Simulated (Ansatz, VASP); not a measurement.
InP: VASP beside Ansatz

The input INCAR:

```
  PREC = Accurate
  ENCUT = 520
  EDIFF = 1E-6
  ISMEAR = 0
  SIGMA = 0.15
  LREAL = F
  LASPH = T
  NELM = 80
  ALGO = Normal
  ISIF = 2
  LWAVE = F
  LCHARG = F
  GGA = PS
  NBANDS = 16
```

KPOINTS

```
regular mesh
0
Gamma
  14 14 14
```

POSCAR

```
InP
1.0
    0.0000000000      2.8550000000      2.8550000000
    2.8550000000      0.0000000000      2.8550000000
    2.8550000000      2.8550000000      0.0000000000
In P
1 1
Direct
    0.0000000000      0.0000000000      0.0000000000
    0.5000000000      0.5000000000      0.5000000000
```

Input for Ansatz:

```yaml
crystal:
  lattice:
    - [0.0, 2.855, 2.855]
    - [2.855, 0.0, 2.855]
    - [2.855, 2.855, 0.0]
  atoms:
    - { symbol: In, position: [0.0, 0.0, 0.0] }
    - { symbol: P, position: [0.5, 0.5, 0.5] }
basis:
  ecutwfc: 420
kpoints:
  mp_grid: { grid: [14, 14, 14] }
hamiltonian:
  xc: pbesol
scf:
  occupations: { method: gaussian, width: 0.15 }
output:
  forces: true
  stress: true
  eigenvalues: true
  write_density: true
  write_potential: true
  elf: true
  volumetric_format: npy
```

Alike in both runs: task single point; functional PBEsol; k mesh 14 × 14 × 14; occupations gaussian, width 0.15 eV; no spin polarisation.

|  | VASP | Ansatz |
| --- | --- | --- |
| version | VASP 6.6.1 | Ansatz 0.2.0 |
| potentials or method | VASP PAW PBE potentials, release 64 (In_d, P), cutoff 520 eV | scalar-relativistic, plane waves, PAW |
| valence electrons in the cell | 18 | 18 |

|  | VASP | Ansatz | Ansatz less VASP |
| --- | --- | --- | --- |
| gap on the k mesh at the Fermi level (eV) | none | none | - |
| pressure (GPa) | -8.2 | -8.2 | -0.01 |

VASP's potentials were made for PBE, not for PBEsol. A gap of «none» marks a metal or a gap that the smearing closes. The functional is the same, so the differences come from potentials, cutoffs and numerics.
